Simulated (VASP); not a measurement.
Input of a VASP 6.6.1 run:

INCAR

```
ALGO = Fast
EDIFF = 1E-6
ENCUT = 520
GGA = PE
ISIF = 2
ISMEAR = 0
LASPH = True
LCHARG = False
LREAL = False
LWAVE = False
NBANDS = 16
NELM = 80
PREC = Accurate
SIGMA = 0.15
```

Contents of KPOINTS:

```
k-points
0
Gamma
  16 16 16
```

The input POSCAR:

```
AlRu
1.0
    2.9916000000      0.0000000000      0.0000000000
    0.0000000000      2.9916000000      0.0000000000
    0.0000000000      0.0000000000      2.9916000000
Al Ru
1 1
Direct
   -0.0709092239     -0.0709092239      0.0000000000
    0.5000000000      0.5000000000      0.5000000000
```

Potentials or basis: VASP PAW PBE potentials, release 64 (Al, Ru_pv).

Run with:

```sh
$ cat potpaw_PBE.64/Al/POTCAR potpaw_PBE.64/Ru_pv/POTCAR > POTCAR
$ mpirun -np 1 vasp_std > vasp.out
```

Q: What does it give for the pressure?

A: 9.7 GPa.

Q: Estimate the largest force.

A: 2.638 eV/Å.

Forces on the atoms (eV/Å):
```
Al   1.865  1.865  0.000
Ru  -1.865 -1.865  0.000
```

Caveat: the cell differs from its parent crystal (atom 1 (Al) moved by (-0.300, +0.000) A along [1 1 0] and z); forces of over 1 eV/Å act on the atoms, so gaps and moduli don't describe the material at rest.
